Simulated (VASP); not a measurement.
KBr: single point with PBEsol+D3(BJ)

KBr:

```
Br K
1.0
     0.00000    3.20839    3.20839
     3.20839    0.00000    3.20839
     3.20839    3.20839    0.00000
Br K
1 1
Direct
  0.50000 0.50000 0.50000
  0.00000 0.00000 0.00000
```

* Program: VASP 6.6.1
* Task: single point
* Functional: PBEsol
* Dispersion: D3(BJ)
* Potentials or basis: VASP PAW PBE potentials, release 64 (Br, K_sv)
* Cutoff: 520 eV
* k mesh: 7 × 7 × 7
* Occupations: fermi-dirac, width 0.05 eV
* Spin: no spin polarisation

```
Pressure                   : 0.1 GPa
Band gap on the k mesh     : 4.50 eV
Dispersion energy per atom : -0.225 eV
```

Levels at points of the mesh, in eV from the valence-band top:
| k point | band 5 | band 6 | band 7 | band 8 | band 9 | band 10 | band 11 | band 12 |
| --- | --- | --- | --- | --- | --- | --- | --- | --- |
| (0.00, 0.00, 0.00) | -10.99 | 0.00 | 0.00 | 0.00 | 4.50 | 7.52 | 7.52 | 7.52 |

Wall time 53 s on 1 thread of AMD EPYC 7R13 (shared host), peak memory 0.18 GiB.

Caveat: the PAW data sets were made with another functional, which shifts forces and pressure a little.
